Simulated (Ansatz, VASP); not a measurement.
# One calculation of WC, two programs

File INCAR:

```
SYSTEM = WC
PREC     = Accurate       ! precision mode
ENCUT    = 520            ! plane-wave cutoff, eV
EDIFF    = 1E-7           ! SCF threshold, eV
ISMEAR   = 0              ! smearing method
SIGMA    = 0.15           ! smearing width, eV
LREAL    = .False.        ! projectors in reciprocal space
LASPH    = .True.         ! aspherical terms in the spheres
NELM     = 80             ! most SCF steps
ALGO     = Normal         ! electronic algorithm
ISIF     = 2              ! what is computed and relaxed
LWAVE    = .False.        ! write WAVECAR
LCHARG   = .False.        ! write CHGCAR
GGA      = PS             ! functional
NBANDS   = 16             ! bands
```

KPOINTS

```
regular mesh
0
Gamma
  18 18 18
  0 0 0
```

The input POSCAR:

```
WC
1.0
    0.0000000000      2.1049766400      2.1926840000
    2.1049766400      0.0000000000      2.1926840000
    2.1049766400      2.1049766400      0.0000000000
W C
1 1
Direct
    0.0000000000      0.0000000000      0.0000000000
    0.5000000000      0.5000000000      0.5000000000
```

Input for Ansatz:

```yaml
crystal:
  lattice:
    - [0.0, 2.10497664, 2.192684]
    - [2.10497664, 0.0, 2.192684]
    - [2.10497664, 2.10497664, 0.0]
  atoms:
    - { symbol: W, position: [0.0, 0.0, 0.0] }
    - { symbol: C, position: [0.5, 0.5, 0.5] }
basis:
  ecutwfc: 420
kpoints:
  mp_grid: { grid: [18, 18, 18] }
hamiltonian:
  xc: pbesol
scf:
  occupations: { method: gaussian, width: 0.15 }
output:
  forces: true
  stress: true
  eigenvalues: true
```

Change from the starting cell: strain -0.040 along x and y, +0.000 along z, atoms carried along.

Alike in both runs: task single point; functional PBEsol; k mesh 18 × 18 × 18; occupations gaussian, width 0.15 eV; no spin polarisation.

```csv
,VASP,Ansatz
version,VASP 6.6.1,Ansatz 0.2.0
potentials or method,"VASP PAW PBE potentials, release 64 (W_sv, C), cutoff 520 eV","scalar-relativistic, plane waves, PAW"
valence electrons in the cell,18,18
```

|  | VASP | Ansatz | Ansatz less VASP |
| --- | --- | --- | --- |
| gap on the k mesh at the Fermi level (eV) | none | none | - |
| pressure (GPa) | 26.7 | 25.3 | -1.46 |
| traceless stress, the component that is largest in VASP (GPa) | -20.91 | -20.77 | +0.143 |

VASP's potentials were made for PBE, not for PBEsol. A gap of «none» marks a metal or a gap that the smearing closes.

Spin-orbit coupling is off throughout.
